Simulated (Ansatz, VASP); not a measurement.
WS2 in VASP and in Ansatz

The input INCAR:

```
SYSTEM = WS2
PREC = Accurate
ENCUT = 520
EDIFF = 1E-6
ISMEAR = 0
SIGMA = 0.05
LREAL = .False.
LASPH = .True.
NELM = 60
ALGO = Normal
ISIF = 2
LWAVE = .False.
LCHARG = .False.
LDIPOL = .True.
IDIPOL = 3
DIPOL = 0.5 0.5 0.391
GGA = PE
IVDW = 12
NBANDS = 35
```

KPOINTS

```
regular mesh
0
Gamma
  9 9 1
  0 0 0
```

Contents of POSCAR:

```
WS2
1.0
    3.1597776611      0.0000000000      0.0000000000
   -1.5798888306      2.7364477249      0.0000000000
    0.0000000000      0.0000000000     23.8035416591
S W
4 2
Direct
    0.3333333333      0.6666666667      0.1890474982
    0.3333333333      0.6666666667      0.3214551405
    0.3333333333      1.1666666667      0.4596698670
    0.3333333333      1.1666666667      0.5920775093
    0.6666666667      0.3333333333      0.2552505077
    0.6666666667      0.8333333333      0.5258728765
```

Input for Ansatz:

```yaml
crystal:
  lattice:
    - [3.1597776972, 0.0, 0.0]
    - [-1.5798888486, 2.7364477561, 0.0]
    - [0.0, 0.0, 23.803541785]
  atoms:
    - { symbol: S, position: [0.3333333333, 0.6666666667, 0.1890474972] }
    - { symbol: W, position: [0.6666666667, 0.3333333333, 0.2552505082] }
    - { symbol: S, position: [0.3333333333, 0.6666666667, 0.3214551415] }
    - { symbol: S, position: [0.3333333333, 1.1666666667, 0.4596698673] }
    - { symbol: W, position: [0.6666666667, 0.8333333333, 0.5258728782] }
    - { symbol: S, position: [0.3333333333, 1.1666666667, 0.5920775115] }
basis:
  ecutwfc: 420
kpoints:
  mp_grid: { grid: [9, 9, 1] }
hamiltonian:
  xc: pbe
  dispersion: d3bj
scf:
  occupations: { method: gaussian, width: 0.05 }
output:
  forces: true
  eigenvalues: true
efield:
  axis: 3
  dipole_correction: true
  ramp_width: 0.04
```

Alike in both runs: task single point; functional PBE; dispersion D3(BJ); k mesh 9 × 9 × 1; occupations gaussian, width 0.05 eV; no spin polarisation.

|  | VASP | Ansatz |
| --- | --- | --- |
| version | VASP 6.6.1 | Ansatz 0.2.0 |
| potentials or method | VASP PAW PBE potentials, release 64 (S, W_sv), cutoff 520 eV | scalar-relativistic, plane waves, PAW |
| valence electrons in the cell | 52 | 52 |

```tsv
	VASP	Ansatz	Ansatz less VASP
gap on the k mesh at the Fermi level (eV)	1.69	1.67	-0.014
least direct gap on the mesh (eV)	1.91	1.91	-0.001
rms of the force components (eV/Å)	0.020	0.019	-0.0002
```

Spin-orbit coupling is off throughout.
